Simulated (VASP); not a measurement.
# Cd (P6_3/mmc) in VASP: further runs

Runs on Cd. Level: LDA. Tasks: single point.

Program: VASP 6.6.1. These are calculated values, not measurements. Logs are shortened: lines on timing, memory, paths and dates and some standing lists are left out, and cuts for length are marked.

### Step 1. The cell of the first run

The structure is hexagonal, space group P6_3/mmc (No. 194). Conventional cell: a = 2.882 Å, b = 2.882 Å, c = 5.638 Å, α = 90.00°, β = 90.00°, γ = 120.00°. Within 3.8 Å of Cd (site symmetry -6m2) lie 12 Cd at 2.88 to 3.27 Å.

### Step 2. Single point, LDA

Contents of INCAR:

```
SYSTEM = Cd
PREC = Accurate
ENCUT = 520
EDIFF = 1E-6
ISMEAR = 1
SIGMA = 0.01
LREAL = .False.
LASPH = .True.
NELM = 100
ALGO = Normal
ISIF = 2
LWAVE = .False.
LCHARG = .True.
GGA = CA
LELF = .True.
LVHAR = .True.
NBANDS = 19
```

Contents of KPOINTS:

```
Automatic mesh
0
Gamma
  13 13 6
  0 0 0
```

Contents of POSCAR:

```
Cd
1.0
    2.8818641727      0.0000000000      0.0000000000
   -1.4409320863      2.4957675838      0.0000000000
    0.0000000000      0.0000000000      5.6383707528
Cd
2
Direct
    0.3333333333      0.6666666667      0.2500000000
    0.6666666667      0.3333333333      0.7500000000
```

Potentials or basis: VASP PAW LDA potentials, release 64 (Cd).

The run is started by

```sh
> cat potpaw_LDA.64/Cd/POTCAR > POTCAR
> mpirun -np 1 vasp_std > vasp.out
```

OUTCAR:

```text
SYSTEM = Cd
   PREC = Accurate
   ENCUT = 520
   EDIFF = 1E-6
   ISMEAR = 1
   LREAL = .False.
   LASPH = .True.
   NELM = 100
   ISIF = 2
   GGA = CA

 ion  position               nearest neighbor table
   1  0.333  0.667  0.250-   2 3.27   2 3.27   2 3.27   2 3.27   2 3.27   2 3.27
   2  0.667  0.333  0.750-   1 3.27   1 3.27   1 3.27   1 3.27   1 3.27   1 3.27

  LATTYP: Found a hexagonal cell.
 ALAT       =     2.8818641727
 C/A-ratio  =     1.9565012141

  Lattice vectors:

 A1 = (   2.8818641727,   0.0000000000,   0.0000000000)
 A2 = (  -1.4409320863,   2.4957675838,   0.0000000000)
 A3 = (   0.0000000000,   0.0000000000,   5.6383707528)

Analysis of symmetry for initial positions (statically):
=====================================================================
 Subroutine PRICEL returns:
 Original cell was already a primitive cell.

 Routine SETGRP: Setting up the symmetry group for a
 hexagonal supercell.

 Subroutine GETGRP returns: Found 24 space group operations
 (whereof 12 operations were pure point group operations)
 out of a pool of 24 trial point group operations.

The static configuration has the point symmetry D_3d.
 The point group associated with its full space group is D_6h.

Analysis of symmetry for dynamics (positions and initial velocities):
=====================================================================
 Subroutine PRICEL returns:
 Original cell was already a primitive cell.

 Routine SETGRP: Setting up the symmetry group for a
 hexagonal supercell.

 Subroutine GETGRP returns: Found 24 space group operations
 (whereof 12 operations were pure point group operations)
 out of a pool of 24 trial point group operations.

The dynamic configuration has the point symmetry D_3d.
 The point group associated with its full space group is D_6h.

 Subroutine INISYM returns: Found 24 space group operations
 (whereof 12 operations are pure point group operations),
 and found     1 'primitive' translations

----------------------------------------------------------------------------------------

                                     Primitive cell

  volume of cell :      40.5538

  direct lattice vectors                    reciprocal lattice vectors
     2.881864173  0.000000000  0.000000000     0.346997617  0.200339167  0.000000000
    -1.440932086  2.495767584  0.000000000     0.000000000  0.400678335  0.000000000
     0.000000000  0.000000000  5.638370753     0.000000000  0.000000000  0.177356198

  length of vectors
[... 82 lines left out ...]
   EDIFF  = 0.1E-05   stopping-criterion for ELM
   LREAL  =      F    real-space projection
   EDIFFG = 0.1E-04   stopping-criterion for IOM
   NSW    =      0    number of steps for IOM
   IBRION =     -1    ionic relax: 0-MD 1-quasi-New 2-CG
   NFREE  =      0    steps in history (QN), initial steepest desc. (CG)
   ISIF   =      2    stress and relaxation
   ISYM   =      2    0-nonsym 1-usesym 2-fastsym
   POTIM  = 0.5000    time-step for ionic-motion
   TEBEG  =    0.0;   TEEND  =   0.0 temperature during run
   PSTRESS=    0.0 pullay stress
   NELECT =      24.0000    total number of electrons
   NUPDOWN=      -1.0000    fix difference up-down
   EMIN   =  10.00;   EMAX   =-10.00  energy-range for DOS
   EFERMI =   0.00;   METHOD = LEGACY
   ISMEAR =     1;   SIGMA  =   0.01  broadening in eV -4-tet -1-fermi 0-gaus
   EFERMI_NEDOS =   21; number of points for ismear=-14 and -15
   IALGO  =     38    algorithm
   IMIX   =      4    mixing-type and parameters
     AMIX     =   0.40;   BMIX     =  1.00
     AMIX_MAG =   1.60;   BMIX_MAG =  1.00
  volume/ion in A,a.u.               =      20.28       136.84
  Fermi-wavevector in a.u.,A,eV,Ry     =   1.374469  2.597369 25.703635  1.889164
  Thomas-Fermi vector in A             =   2.499892
   LORBIT       =      0    0 simple, 1 ext, 2 COOP (PROOUT), +10 PAW based schemes
   GGA     = CA    functional components
   LHFCALC =     F    Hartree Fock is set to
   AEXX    =    0.0000 exact exchange contribution
   IVDW    =     0    specifies the selected vdW correction
   LEPSILON=     F    determine dielectric tensor
   LRPA    =     F    only Hartree local field effects (RPA)
 non-spin polarized calculation
 Methfessel and Paxton  Order N= 1 SIGMA  =   0.01
  energy-cutoff  :      520.00
  volume of cell :       40.55
 maximum number of plane-waves:      1136
 NGX is ok and might be reduce to    24
   NGX = 11   NGY = 11   NGZ = 21

 number of electron      23.9999994 magnetization

 Free energy of the ion-electron system (eV)
  ---------------------------------------------------
  ext. energy  EPLUGINS =         0.00000000
  ---------------------------------------------------
  free energy    TOTEN  =        -3.03885407 eV

  energy without entropy =       -3.03883738  energy(sigma->0) =       -3.03884851

 E-fermi :   3.0926     XC(G=0): -11.6950

 val. band max:        3.0926434295   @ k =   0.3077  -0.0000   0.0000
 cond. band min:       3.1577227739   @ k =   0.3846   0.0769   0.0000
 fundamental gap:      0.0650793444
 Fermi energy:         3.0926434296

 k-point     1 :       0.0000    0.0000    0.0000
  band No.  band energies     occupation
      1      -7.0201      2.00000
      2      -6.7931      2.00000
      3      -6.2183      2.00000
      4      -6.2183      2.00000
      5      -6.1689      2.00000
      6      -6.1689      2.00000
[... 505 lines left out ...]
      6      -5.9276      2.00000
[... 11 lines left out ...]
     18      18.0271      0.00000
     19      19.3933      0.00000

 [... further k-points ...]

------------------------ aborting loop because EDIFF is reached ----------------------------------------

  FORCE on cell =-STRESS in cart. coord.  units (eV):
  Direction    XX          YY          ZZ          XY          YZ          ZX
  --------------------------------------------------------------------------------------
  -------------------------------------------------------------------------------------
  Total        0.5062542      0.5062542     -0.4325050      0.0000000      0.0000000      0.0000000
  in kB       20.0008271     20.0008271    -17.0871828      0.0000000      0.0000000      0.0000000
  external PRESSURE =       7.6381571 kB  Pullay stress =       0.0000000 kB

 VOLUME and BASIS-vectors are now :
 -----------------------------------------------------------------------------
  energy-cutoff  :      520.00
  volume of cell :       40.55
      direct lattice vectors                 reciprocal lattice vectors
     2.881864173  0.000000000  0.000000000     0.346997617  0.200339167  0.000000000
    -1.440932086  2.495767584  0.000000000     0.000000000  0.400678335  0.000000000
     0.000000000  0.000000000  5.638370753     0.000000000  0.000000000  0.177356198

 POSITION                                       TOTAL-FORCE (eV/Angst)
 -----------------------------------------------------------------------------------
     -0.00000      1.66385      1.40959        -0.000000     -0.000000      0.000000
      1.44093      0.83192      4.22878         0.000000      0.000000      0.000000
 -----------------------------------------------------------------------------------
    total drift:                               -0.000000      0.000000      0.000000

  FREE ENERGIE OF THE ION-ELECTRON SYSTEM (eV)
  ---------------------------------------------------
  free  energy   TOTEN  =        -3.0388540725 eV

  energy  without entropy=       -3.0388373805  energy(sigma->0) =       -3.03884851
```

It took 74 s on 1 thread of Intel Xeon 8259CL, shared host; peak memory 0.18 GiB.

What came out:

```yaml
Free_energy: -3.0389 eV
Pressure: 0.8 GPa
Band_gap_on_the_k_mesh: zero (bands 12 and 13 overlap by 4.69 eV)
```

Levels at points of the mesh, in eV from the Fermi level:
```
           k point  band 9  band 10  band 11  band 12  band 13  band 14  band 15  band 16
(0.00, 0.00, 0.00)   -8.62    -8.37    -8.37    -3.35    -3.31    10.02    14.79    15.27
(0.00, 0.00, 0.50)   -8.48    -8.48    -7.67    -7.67     3.39     3.39    15.58    15.58
```

### Step 3. Single point, LDA

Contents of INCAR:

```
  PREC = Accurate
  ENCUT = 520
  EDIFF = 1E-6
  ISMEAR = 1
  SIGMA = 0.03
  LREAL = F
  LASPH = T
  NELM = 80
  ALGO = Normal
  ISIF = 2
  LWAVE = F
  LCHARG = F
  GGA = CA
  NBANDS = 19
```

Contents of KPOINTS:

```
Automatic mesh
0
Gamma
  13 13 6
```

POSCAR is that of step 2.

Potentials or basis: VASP PAW LDA potentials, release 64 (Cd).

The run is started by

```sh
> cat potpaw_LDA.64/Cd/POTCAR > POTCAR
> mpirun -np 1 vasp_std > vasp.out
```

OUTCAR:

```text
PREC = Accurate
   ENCUT = 520
   EDIFF = 1E-6
   ISMEAR = 1
   LREAL = F
   LASPH = T
   NELM = 80
   ISIF = 2
   GGA = CA

 ion  position               nearest neighbor table
   1  0.333  0.667  0.250-   2 3.27   2 3.27   2 3.27   2 3.27   2 3.27   2 3.27
   2  0.667  0.333  0.750-   1 3.27   1 3.27   1 3.27   1 3.27   1 3.27   1 3.27

  LATTYP: Found a hexagonal cell.
 ALAT       =     2.8818641727
 C/A-ratio  =     1.9565012141

  Lattice vectors:

 A1 = (   2.8818641727,   0.0000000000,   0.0000000000)
 A2 = (  -1.4409320863,   2.4957675838,   0.0000000000)
 A3 = (   0.0000000000,   0.0000000000,   5.6383707528)

Analysis of symmetry for initial positions (statically):
=====================================================================
 Subroutine PRICEL returns:
 Original cell was already a primitive cell.

 Routine SETGRP: Setting up the symmetry group for a
 hexagonal supercell.

[... 163 lines left out ...]
  ext. energy  EPLUGINS =         0.00000000
  ---------------------------------------------------
  free energy    TOTEN  =        -3.03888668 eV

  energy without entropy =       -3.03884458  energy(sigma->0) =       -3.03887265

 E-fermi :   3.0930     XC(G=0): -11.6950

 val. band max:        3.0926622904   @ k =   0.3077  -0.0000   0.0000
 cond. band min:       3.1576963072   @ k =   0.3846   0.0769   0.0000
 fundamental gap:      0.0650340168
 Fermi energy:         3.0929933375

 k-point     1 :       0.0000    0.0000    0.0000
  band No.  band energies     occupation
      1      -7.0201      2.00000
      2      -6.7931      2.00000
      3      -6.2184      2.00000
      4      -6.2184      2.00000
      5      -6.1689      2.00000
      6      -6.1689      2.00000
[... 505 lines left out ...]
      6      -5.9277      2.00000
[... 11 lines left out ...]
     18      18.0271      0.00000
     19      19.3933      0.00000

 [... further k-points ...]

------------------------ aborting loop because EDIFF is reached ----------------------------------------

  FORCE on cell =-STRESS in cart. coord.  units (eV):
  Direction    XX          YY          ZZ          XY          YZ          ZX
  --------------------------------------------------------------------------------------
  -------------------------------------------------------------------------------------
  Total        0.5062867      0.5062867     -0.4329406      0.0000000      0.0000000      0.0000000
  in kB       20.0021102     20.0021102    -17.1043902      0.0000000      0.0000000      0.0000000
  external PRESSURE =       7.6332767 kB  Pullay stress =       0.0000000 kB

 VOLUME and BASIS-vectors are now :
 -----------------------------------------------------------------------------
  energy-cutoff  :      520.00
  volume of cell :       40.55
      direct lattice vectors                 reciprocal lattice vectors
     2.881864173  0.000000000  0.000000000     0.346997617  0.200339167  0.000000000
    -1.440932086  2.495767584  0.000000000     0.000000000  0.400678335  0.000000000
     0.000000000  0.000000000  5.638370753     0.000000000  0.000000000  0.177356198

 POSITION                                       TOTAL-FORCE (eV/Angst)
 -----------------------------------------------------------------------------------
     -0.00000      1.66385      1.40959         0.000000     -0.000000      0.000000
      1.44093      0.83192      4.22878        -0.000000      0.000000      0.000000
 -----------------------------------------------------------------------------------
    total drift:                               -0.000000      0.000000      0.000000

  FREE ENERGIE OF THE ION-ELECTRON SYSTEM (eV)
  ---------------------------------------------------
  free  energy   TOTEN  =        -3.0388866848 eV

  energy  without entropy=       -3.0388445781  energy(sigma->0) =       -3.03887265
```

OSZICAR:

```text
N       E                     dE             d eps       ncg     rms          rms(c)
DAV:   1     0.182250647581E+03    0.18225E+03   -0.13286E+04  3200   0.129E+03
DAV:   2     0.928151014335E+00   -0.18132E+03   -0.17422E+03  3273   0.341E+02
DAV:   3    -0.320558672738E+01   -0.41337E+01   -0.41256E+01  3682   0.594E+01
DAV:   4    -0.321380698181E+01   -0.82203E-02   -0.82197E-02  3516   0.247E+00
DAV:   5    -0.321383261351E+01   -0.25632E-04   -0.25632E-04  3562   0.137E-01    0.553E+00
DAV:   6    -0.305902210766E+01    0.15481E+00   -0.31916E-01  3522   0.717E+00    0.420E+00
DAV:   7    -0.304129506520E+01    0.17727E-01   -0.32601E-02  3566   0.167E+00    0.181E+00
DAV:   8    -0.303887027338E+01    0.24248E-02   -0.43824E-03  3364   0.855E-01    0.964E-02
DAV:   9    -0.303887963198E+01   -0.93586E-05   -0.19908E-05  3630   0.492E-02    0.390E-02
DAV:  10    -0.303888670059E+01   -0.70686E-05   -0.57567E-06  3448   0.267E-02    0.325E-03
DAV:  11    -0.303888668475E+01    0.15833E-07   -0.80699E-08  1743   0.282E-03
   1 F= -.30388867E+01 E0= -.30388726E+01  d E =-.421067E-04
```

Run time: 60 s. Hardware: 1 thread of Intel Xeon 8259CL, shared host; peak memory 0.18 GiB.

What came out:

```
Free energy            : -3.0389 eV
Pressure               : 0.8 GPa
Band gap on the k mesh : zero (bands 12 and 13 overlap by 4.69 eV)
```

Levels at points of the mesh, in eV from the Fermi level:
```csv
k point,band 8,band 9,band 10,band 11,band 12,band 13,band 14,band 15,band 16,band 17
"(0.00, 0.00, 0.00)",-8.62,-8.62,-8.37,-8.37,-3.35,-3.31,10.01,14.79,15.27,16.24
"(0.00, 0.00, 0.50)",-8.48,-8.48,-8.48,-7.67,-7.67,3.39,3.39,15.58,15.58,17.14
```

### Step 4. Single point, LDA

Contents of INCAR:

```
ALGO     = Normal         # electronic algorithm
EDIFF    = 1E-6           # SCF threshold, eV
ENCUT    = 520            # plane-wave cutoff, eV
ISIF     = 2              # what is computed and relaxed
ISMEAR   = 1              # smearing method
LASPH    = True           # aspherical terms in the spheres
LCHARG   = False          # write CHGCAR
LREAL    = False          # projectors in reciprocal space
LWAVE    = False          # write WAVECAR
NBANDS   = 19             # bands
NELM     = 100            # most SCF steps
PREC     = Accurate       # precision mode
SIGMA    = 0.1            # smearing width, eV
```

Contents of KPOINTS:

```
k-points
0
Gamma
  13 13 6
```

POSCAR is that of step 3.

The run is started by

```sh
> cat potpaw_LDA.64/Cd/POTCAR > POTCAR
> mpirun -np 1 vasp_std > vasp.out
```

Wall time 54 s (1 thread of AMD EPYC 7R13, shared host); peak memory 0.15 GiB.

The run converged. Its results:

```
Free energy            : -3.0388 eV
Pressure               : 0.8 GPa
Band gap on the k mesh : zero (bands 12 and 13 overlap by 4.69 eV)
```

Stress tensor (GPa, compression positive):
```
 1.99  0.00  0.00
 0.00  1.99  0.00
 0.00  0.00 -1.69
```

Levels at points of the mesh, in eV from the Fermi level:
| k point | band 9 | band 10 | band 11 | band 12 | band 13 | band 14 | band 15 | band 16 |
| --- | --- | --- | --- | --- | --- | --- | --- | --- |
| (0.00, 0.00, 0.00) | -8.60 | -8.36 | -8.36 | -3.34 | -3.30 | 10.03 | 14.80 | 15.28 |
| (0.00, 0.00, 0.50) | -8.47 | -8.47 | -7.66 | -7.66 | 3.40 | 3.40 | 15.59 | 15.59 |

### Step 5. Single point, LDA

Contents of INCAR:

```
SYSTEM = Cd
  ALGO = Normal
  EDIFF = 1E-6
  ENCUT = 520
  ISIF = 2
  ISMEAR = 1
  LASPH = .True.
  LCHARG = .False.
  LREAL = .False.
  LWAVE = .False.
  NBANDS = 19
  NELM = 60
  PREC = Accurate
  SIGMA = 0.2
```

Contents of KPOINTS:

```
k-points
0
Gamma
  13 13 6
  0 0 0
```

POSCAR is that of step 4.

The run is started by

```sh
> cat potpaw_LDA.64/Cd/POTCAR > POTCAR
> mpirun -np 1 vasp_std > vasp.out
```

Wall time 64 s (1 thread of AMD EPYC 7R13, shared host); peak memory 0.15 GiB.

The run converged. Its results:

```
Free energy            : -3.0379 eV
Pressure               : 0.8 GPa
Band gap on the k mesh : zero (bands 12 and 13 overlap by 4.69 eV)
```

Stress tensor (GPa, compression positive):
```
 2.11  0.00  0.00
 0.00  2.11  0.00
 0.00  0.00 -1.93
```

Levels at points of the mesh, in eV from the Fermi level:
```csv
k point,band 8,band 9,band 10,band 11,band 12,band 13,band 14,band 15,band 16,band 17
"(0.00, 0.00, 0.00)",-8.58,-8.58,-8.34,-8.34,-3.31,-3.28,10.05,14.82,15.30,16.27
"(0.00, 0.00, 0.50)",-8.45,-8.45,-8.45,-7.64,-7.64,3.42,3.42,15.61,15.61,17.17
```

### Step 6. The runs side by side

| smearing | gap on the mesh (eV) | pressure (GPa) |
| --- | --- | --- |
| methfessel-paxton 0.01 eV | none | 0.8 |
| methfessel-paxton 0.03 eV | none | 0.8 |
| methfessel-paxton 0.1 eV | none | 0.8 |
| methfessel-paxton 0.2 eV | none | 0.8 |

Alike in all rows: task single point; level LDA; potentials or basis VASP PAW LDA potentials, release 64 (Cd); no spin polarisation; cell as given; k mesh 13 × 13 × 6; cutoff (eV) 520.

Total energies depend on the potentials used, so only differences within one code and one set of settings carry meaning.
